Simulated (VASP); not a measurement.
# Fe (P6/mmm) in VASP: notebook

The runs below take Fe through single point, with PBE.

All numbers are computed with VASP 6.6.1; they aren't measurements. Logs are shortened: lines on timing, memory, paths and dates and some standing lists are left out, and cuts for length are marked.

## (1) The cell of the first run

Symmetry: P6/mmm, No. 191, hexagonal system. The conventional cell has a = 4.006 Å, b = 4.006 Å, c = 2.279 Å, α = 90.00°, β = 90.00°, γ = 120.00°. Within 3.0 Å of Fe (site symmetry 6/mmm) lie 14 Fe at 2.28 to 2.58 Å. Within 3.0 Å of Fe (site symmetry -6m2) lie 11 Fe at 2.28 to 2.58 Å.

This isn't the form of Fe at room conditions, which is bcc.

## (2) Single point, PBE, collinear spin, ferromagnetic start (10.56 Å³/atom)

Contents of INCAR:

```
ALGO = Normal
EDIFF = 1E-7
ENCUT = 520
GGA = PE
ISIF = 2
ISMEAR = -1
ISPIN = 2
LASPH = T
LCHARG = F
LMAXMIX = 4
LORBIT = 11
LREAL = F
LWAVE = F
MAGMOM = 2.589 2.429 2.429
NBANDS = 23
NELM = 150
PREC = Accurate
SIGMA = 0.05
```

Contents of KPOINTS:

```
k-points
0
Gamma
  10 10 15
```

Contents of POSCAR:

```
Fe
1.0
    4.0058090303      0.0000000000      0.0000000000
   -2.0029045151      3.4691323829      0.0000000000
    0.0000000000      0.0000000000      2.2794124094
Fe
3
Direct
    0.0000000000      0.0000000000      0.0000000000
    0.3333333333      0.6666666667      0.5000000000
    0.6666666667      0.3333333333      0.5000000000
```

Potentials or basis: VASP PAW PBE potentials, release 64 (Fe).

Started as:

```sh
> cat potpaw_PBE.64/Fe/POTCAR > POTCAR
> mpirun -np 1 vasp_std > vasp.out
```

OUTCAR:

```text
EDIFF = 1E-7
   ENCUT = 520
   GGA = PE
   ISIF = 2
   ISMEAR = -1
   ISPIN = 2
   LASPH = T
   LORBIT = 11
   LREAL = F
   NELM = 150
   PREC = Accurate

 ion  position               nearest neighbor table
   1  0.000  0.000  0.000-   2 2.58   3 2.58   2 2.58   3 2.58   2 2.58   2 2.58   3 2.58   3 2.58
                             3 2.58   3 2.58   2 2.58   2 2.58
   2  0.333  0.667  0.500-   3 2.31   3 2.31   3 2.31   1 2.58   1 2.58   1 2.58   1 2.58   1 2.58
                             1 2.58
   3  0.667  0.333  0.500-   2 2.31   2 2.31   2 2.31   1 2.58   1 2.58   1 2.58   1 2.58   1 2.58
                             1 2.58

  LATTYP: Found a hexagonal cell.
 ALAT       =     4.0058090303
 C/A-ratio  =     0.5690267290

  Lattice vectors:

 A1 = (   4.0058090303,   0.0000000000,   0.0000000000)
 A2 = (  -2.0029045151,   3.4691323829,   0.0000000000)
 A3 = (   0.0000000000,   0.0000000000,   2.2794124094)

Analysis of symmetry for initial positions (statically):
=====================================================================
 Subroutine PRICEL returns:
 Original cell was already a primitive cell.

 Routine SETGRP: Setting up the symmetry group for a
 hexagonal supercell.

 Subroutine GETGRP returns: Found 24 space group operations
 (whereof 24 operations were pure point group operations)
 out of a pool of 24 trial point group operations.

The static configuration has the point symmetry D_6h.

Analysis of symmetry for dynamics (positions and initial velocities):
=====================================================================
 Subroutine PRICEL returns:
 Original cell was already a primitive cell.

 Routine SETGRP: Setting up the symmetry group for a
 hexagonal supercell.

 Subroutine GETGRP returns: Found 24 space group operations
 (whereof 24 operations were pure point group operations)
 out of a pool of 24 trial point group operations.

The dynamic configuration has the point symmetry D_6h.

Analysis of structural, dynamic, and magnetic symmetry:
=====================================================================
 Subroutine PRICEL returns:
 Original cell was already a primitive cell.

 Routine SETGRP: Setting up the symmetry group for a
 hexagonal supercell.

 Subroutine GETGRP returns: Found 24 space group operations
 (whereof 24 operations were pure point group operations)
 out of a pool of 24 trial point group operations.

The overall configuration has the point symmetry D_6h.

 Subroutine INISYM returns: Found 24 space group operations
 (whereof 24 operations are pure point group operations),
 and found     1 'primitive' translations

----------------------------------------------------------------------------------------

                                     Primitive cell

  volume of cell :      31.6763

  direct lattice vectors                    reciprocal lattice vectors
     4.005809030  0.000000000  0.000000000     0.249637462  0.144128256  0.000000000
    -2.002904515  3.469132383  0.000000000     0.000000000  0.288256512  0.000000000
     0.000000000  0.000000000  2.279412409     0.000000000  0.000000000  0.438709553

  length of vectors
     4.005809030  4.005809030  2.279412409     0.288256512  0.288256512  0.438709553

  position of ions in fractional coordinates (direct lattice)
     0.000000000  0.000000000  0.000000000
     0.333333333  0.666666667  0.500000000
     0.666666667  0.333333333  0.500000000

  ion indices of the primitive-cell ions
   primitive index   ion index
                 1           1
                 2           2
                 3           3

----------------------------------------------------------------------------------------

 KPOINTS: k-points

Automatic generation of k-mesh.
 Grid dimensions read from file:
 generate k-points for:   10   10   15

 Generating k-lattice:

  Cartesian coordinates                     Fractional coordinates (reciprocal lattice)
     0.024963746  0.014412826  0.000000000     0.100000000  0.000000000  0.000000000
     0.000000000  0.028825651  0.000000000     0.000000000  0.100000000  0.000000000
     0.000000000  0.000000000  0.029247304     0.000000000  0.000000000  0.066666667

  Length of vectors
     0.028825651  0.028825651  0.029247304

  Shift w.r.t. Gamma in fractional coordinates (k-lattice)
     0.000000000  0.000000000  0.000000000

 Subroutine IBZKPT returns following result:
 ===========================================

 Found    112 irreducible k-points:

 Following reciprocal coordinates:
            Coordinates               Weight
  0.000000  0.000000  0.000000      1.000000
  0.100000  0.000000  0.000000      6.000000
  0.200000  0.000000  0.000000      6.000000
  0.300000  0.000000  0.000000      6.000000
  0.400000  0.000000  0.000000      6.000000
  0.500000  0.000000  0.000000      3.000000
[... 16 lines left out ...]
  0.300000  0.100000  0.066667     24.000000
  0.400000  0.100000  0.066667     24.000000
 [... further k-points ...]
   k-points           NKPTS =    112   k-points in BZ     NKDIM =    112   number of bands    NBANDS=     23
   number of dos      NEDOS =    301   number of ions     NIONS =      3
   total plane-waves  NPLWV =  16200
   dimension x,y,z NGX =    30 NGY =   30 NGZ =   18
   dimension x,y,z NGXF=    60 NGYF=   60 NGZF=   36
   ions per type =               3
   NGX,Y,Z   is equivalent  to a cutoff of  12.45, 12.45, 13.13 a.u.
   NGXF,Y,Z  is equivalent  to a cutoff of  24.90, 24.90, 26.26 a.u.
 SYSTEM =  unknown system
   PREC   = accura    normal or accurate (medium, high low for compatibility)
   ISTART =      0    job   : 0-new  1-cont  2-samecut
   ICHARG =      2    charge: 1-file 2-atom 10-const
   ISPIN  =      2    spin polarized calculation?
   LNONCOLLINEAR =      F non collinear calculations
   LSORBIT =      F    spin-orbit coupling
   LASPH  =      T    aspherical Exc in radial PAW
   ENCUT  =  520.0 eV  38.22 Ry    6.18 a.u.   7.45  7.45  4.24*2*pi/ulx,y,z
   NELM   =    150;   NELMIN=  2; NELMDL= -5     # of ELM steps
   EDIFF  = 0.1E-06   stopping-criterion for ELM
   LREAL  =      F    real-space projection
   EDIFFG = 0.1E-05   stopping-criterion for IOM
   NSW    =      0    number of steps for IOM
   IBRION =     -1    ionic relax: 0-MD 1-quasi-New 2-CG
   NFREE  =      0    steps in history (QN), initial steepest desc. (CG)
   ISIF   =      2    stress and relaxation
   ISYM   =      2    0-nonsym 1-usesym 2-fastsym
   POTIM  = 0.5000    time-step for ionic-motion
   TEBEG  =    0.0;   TEEND  =   0.0 temperature during run
   PSTRESS=    0.0 pullay stress
   NELECT =      24.0000    total number of electrons
   NUPDOWN=      -1.0000    fix difference up-down
   EMIN   =  10.00;   EMAX   =-10.00  energy-range for DOS
   EFERMI =   0.00;   METHOD = LEGACY
   ISMEAR =    -1;   SIGMA  =   0.05  broadening in eV -4-tet -1-fermi 0-gaus
   EFERMI_NEDOS =   21; number of points for ismear=-14 and -15
   IALGO  =     38    algorithm
   IMIX   =      4    mixing-type and parameters
     AMIX     =   0.40;   BMIX     =  1.00
     AMIX_MAG =   1.60;   BMIX_MAG =  1.00
  volume/ion in A,a.u.               =      10.56        71.25
  Fermi-wavevector in a.u.,A,eV,Ry     =   1.492453  2.820327 30.305821  2.227415
  Thomas-Fermi vector in A             =   2.604979
   LORBIT       =     11    0 simple, 1 ext, 2 COOP (PROOUT), +10 PAW based schemes
   GGA     = PE    functional components
   LHFCALC =     F    Hartree Fock is set to
   AEXX    =    0.0000 exact exchange contribution
   IVDW    =     0    specifies the selected vdW correction
   LEPSILON=     F    determine dielectric tensor
   LRPA    =     F    only Hartree local field effects (RPA)
 spin polarized calculation
  energy-cutoff  :      520.00
  volume of cell :       31.68
 maximum number of plane-waves:       879
 NGX is ok and might be reduce to    30
   NGX = 15   NGY = 15   NGZ =  9

 number of electron      23.9999998 magnetization       3.5538768

 Free energy of the ion-electron system (eV)
  ---------------------------------------------------
  ext. energy  EPLUGINS =         0.00000000
  ---------------------------------------------------
  free energy    TOTEN  =       -23.80329377 eV

  energy without entropy =      -23.74826495  energy(sigma->0) =      -23.77577936

 E-fermi :   6.5919     XC(G=0): -13.5541

 val. band max:        6.5908759801   @ k =   0.4000   0.1000   0.4667
 cond. band min:       6.5924350817   @ k =   0.3000   0.1000   0.4000
 fundamental gap:      0.0015591016
 Fermi energy:         6.5919113406

 spin component 1

 k-point     1 :       0.0000    0.0000    0.0000
  band No.  band energies     occupation
      1      -2.2200      1.00000
      2       2.0291      1.00000
      3       3.4429      1.00000
      4       3.4707      1.00000
      5       3.4707      1.00000
      6       3.5049      1.00000
[... 15 lines left out ...]
     22      16.3208      0.00000
     23      26.3789      0.00000
[... 575 lines left out ...]
      1       0.4311      1.00000
      2       1.2598      1.00000
      3       1.6570      1.00000
      4       3.1573      1.00000
      5       3.3350      1.00000
      6       3.4809      1.00000
[... 15 lines left out ...]
     22      23.7092      0.00000
     23      25.2843      0.00000

 [... further k-points ...]

 spin component 2

 k-point     1 :       0.0000    0.0000    0.0000
  band No.  band energies     occupation
      1      -2.1120      1.00000
      2       2.6751      1.00000
      3       4.1639      1.00000
      4       4.1639      1.00000
      5       4.2276      1.00000
      6       4.2276      1.00000
[... 15 lines left out ...]
     22      16.8914      0.00000
     23      26.6906      0.00000
[... 575 lines left out ...]
      1       0.5990      1.00000
      2       1.5268      1.00000
      3       2.2374      1.00000
      4       3.9542      1.00000
      5       4.1853      1.00000
      6       4.3882      1.00000
[... 15 lines left out ...]
     22      24.0295      0.00000
     23      25.4915      0.00000

 [... further k-points ...]
[... 5 lines left out ...]
  --------------------------------------------------------------------------------------
  -------------------------------------------------------------------------------------
  Total       -0.1717123     -0.1717123      3.9698831     -0.0000000      0.0000000      0.0000000
  in kB       -8.6851648     -8.6851648    200.7956419     -0.0000000      0.0000000      0.0000000
  external PRESSURE =      61.1417708 kB  Pullay stress =       0.0000000 kB

 VOLUME and BASIS-vectors are now :
 -----------------------------------------------------------------------------
  energy-cutoff  :      520.00
  volume of cell :       31.68
      direct lattice vectors                 reciprocal lattice vectors
     4.005809030  0.000000000  0.000000000     0.249637462  0.144128256  0.000000000
    -2.002904515  3.469132383  0.000000000     0.000000000  0.288256512  0.000000000
     0.000000000  0.000000000  2.279412409     0.000000000  0.000000000  0.438709553

 POSITION                                       TOTAL-FORCE (eV/Angst)
 -----------------------------------------------------------------------------------
      0.00000      0.00000      0.00000        -0.000000     -0.000000      0.000000
     -0.00000      2.31275      1.13971         0.000000     -0.000000      0.000000
      2.00290      1.15638      1.13971         0.000000      0.000000      0.000000
 -----------------------------------------------------------------------------------
    total drift:                               -0.000000      0.000000      0.000000

  FREE ENERGIE OF THE ION-ELECTRON SYSTEM (eV)
  ---------------------------------------------------
  free  energy   TOTEN  =       -23.8032937679 eV

  energy  without entropy=      -23.7482649481  energy(sigma->0) =      -23.77577936

 total charge

# of ion       s       p       d       tot
------------------------------------------
    1        0.504   0.594   6.308   7.407
    2        0.530   0.602   6.341   7.473
    3        0.530   0.602   6.341   7.473
--------------------------------------------------
tot          1.564   1.797  18.991  22.353

 magnetization (x)

# of ion       s       p       d       tot
------------------------------------------
    1       -0.012  -0.033   0.878   0.832
    2       -0.005  -0.023   1.375   1.346
    3       -0.005  -0.023   1.375   1.346
--------------------------------------------------
tot         -0.022  -0.080   3.627   3.525
```

Wall time 1.9 min (1 thread of Intel Xeon 6975P-C (Granite Rapids), shared host); peak memory 0.24 GiB.

Results:

```
Free energy                                           : -23.8033 eV
Pressure                                              : 6.1 GPa
Net moment                                            : 3.55 μB per cell
Site moments                                          : Fe +0.83, +1.35 (each value once) μB
Valence electrons inside the program's atomic spheres : Fe 7.41, 7.47 (each value once)
```

Stress tensor (GPa, compression positive):
```
-0.87  0.00  0.00
 0.00 -0.87  0.00
 0.00  0.00 20.08
```

Caveat: the stress differs along the axes, from -1 to 20 GPa.

## (3) Single point, PBE, collinear spin, ferromagnetic start (11.04 Å³/atom)

This run uses another cell than the first one, of 11.04 Å³/atom.

Contents of INCAR:

```
  ALGO = Normal
  EDIFF = 1E-6
  ENCUT = 520
  GGA = PE
  ISIF = 2
  ISMEAR = -1
  ISPIN = 2
  LASPH = True
  LCHARG = False
  LMAXMIX = 4
  LORBIT = 11
  LREAL = False
  LWAVE = False
  MAGMOM = 2.589 2.429 2.429
  NBANDS = 23
  NELM = 150
  PREC = Accurate
  SIGMA = 0.05
```

KPOINTS is that of step 2.

Contents of POSCAR:

```
Fe
1.0
    4.0656060406      0.0000000000      0.0000000000
   -2.0328030203      3.5209181130      0.0000000000
    0.0000000000      0.0000000000      2.3134385066
Fe
3
Direct
    0.0000000000      0.0000000000      0.0000000000
    0.3333333333      0.6666666667      0.5000000000
    0.6666666667      0.3333333333      0.5000000000
```

Potentials or basis: VASP PAW PBE potentials, release 64 (Fe).

Started as:

```sh
> cat potpaw_PBE.64/Fe/POTCAR > POTCAR
> mpirun -np 1 vasp_std > vasp.out
```

Run time: 2.1 min. Hardware: 1 thread of Intel Xeon 6975P-C (Granite Rapids), shared host; peak memory 0.23 GiB.

Results (log left out):

- Free energy: -23.8097 eV
- Pressure: -4.1 GPa
- Net moment: 3.64 μB per cell
- Site moments: Fe +0.58, +1.52 (each value once) μB
- Valence electrons inside the program's atomic spheres: Fe 7.31, 7.37 (each value once)

Stress tensor (GPa, compression positive):
```
-9.75  0.00  0.00
 0.00 -9.75  0.00
 0.00  0.00  7.33
```

Levels at points of the mesh, in eV from the Fermi level:
Spin up:
| k point | band 11 | band 12 | band 13 | band 14 | band 15 | band 16 | band 17 | band 18 |
| --- | --- | --- | --- | --- | --- | --- | --- | --- |
| (0.00, 0.00, 0.00) | -1.10 | -1.10 | -0.76 | -0.76 | 0.33 | 0.33 | 6.56 | 6.56 |
| (0.50, 0.00, 0.00) | -0.70 | -0.25 | -0.12 | -0.03 | 0.05 | 0.13 | 0.20 | 0.45 |
Spin down:
```csv
k point,band 6,band 7,band 8,band 9,band 10,band 11,band 12,band 13,band 14,band 15
"(0.00, 0.00, 0.00)",-2.13,-2.13,-1.79,-0.56,-0.56,0.33,0.33,0.93,0.93,2.02
"(0.50, 0.00, 0.00)",-1.97,-1.77,-1.65,-0.01,0.19,0.42,0.74,1.05,1.33,1.42
```

Caveat: the stress differs along the axes, from -10 to 7 GPa.
